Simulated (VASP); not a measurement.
Input of a VASP 6.6.1 run:

Contents of INCAR:

```
SYSTEM = Hf2Be3Cl
PREC     = Accurate       ! precision mode
ENCUT    = 520            ! plane-wave cutoff, eV
EDIFF    = 1E-6           ! SCF threshold, eV
ISMEAR   = 0              ! smearing method
SIGMA    = 0.1            ! smearing width, eV
LREAL    = .FALSE.        ! projectors in reciprocal space
LASPH    = .TRUE.         ! aspherical terms in the spheres
NELM     = 100            ! most SCF steps
ALGO     = Normal         ! electronic algorithm
ISIF     = 2              ! what is computed and relaxed
LWAVE    = .FALSE.        ! write WAVECAR
LCHARG   = .TRUE.         ! write CHGCAR
GGA      = PE             ! functional
LELF     = .TRUE.         ! ELF
LVHAR    = .TRUE.       
NBANDS   = 26             ! bands
```

Contents of KPOINTS:

```
Automatic mesh
0
G
  9 9 8
  0 0 0
```

POSCAR

```
Hf2Be3Cl
1.0
    5.0998116873      0.0000000000      0.0000000000
   -2.5499058436      4.4165664757      0.0000000000
    0.0000000000      0.0000000000      4.5616599587
Hf Be Cl
2 3 1
Direct
    0.3333333333      0.6666666667      0.0000000000
    0.6666666667      0.3333333333      0.0000000000
    0.5000000000      0.0000000000      0.5000000000
    0.5000000000      0.5000000000      0.5000000000
    0.0000000000      0.5000000000      0.5000000000
    0.0000000000      0.0000000000      0.0000000000
```

Potentials or basis: VASP PAW PBE potentials, release 64 (Hf_pv, Be, Cl).

Command:

```sh
$ cat potpaw_PBE.64/Hf_pv/POTCAR potpaw_PBE.64/Be/POTCAR potpaw_PBE.64/Cl/POTCAR > POTCAR
$ mpirun -np 1 vasp_std > vasp.out
```

Question: What does it give for the pressure?

Answer: -0.1 GPa.

Stress tensor (GPa, compression positive):
```
-0.21  0.00  0.00
 0.00 -0.21  0.00
 0.00  0.00  0.06
```

Caveat: an odd number of electrons without spin polarisation forces a metal; a magnetic or distorted state may lie lower.
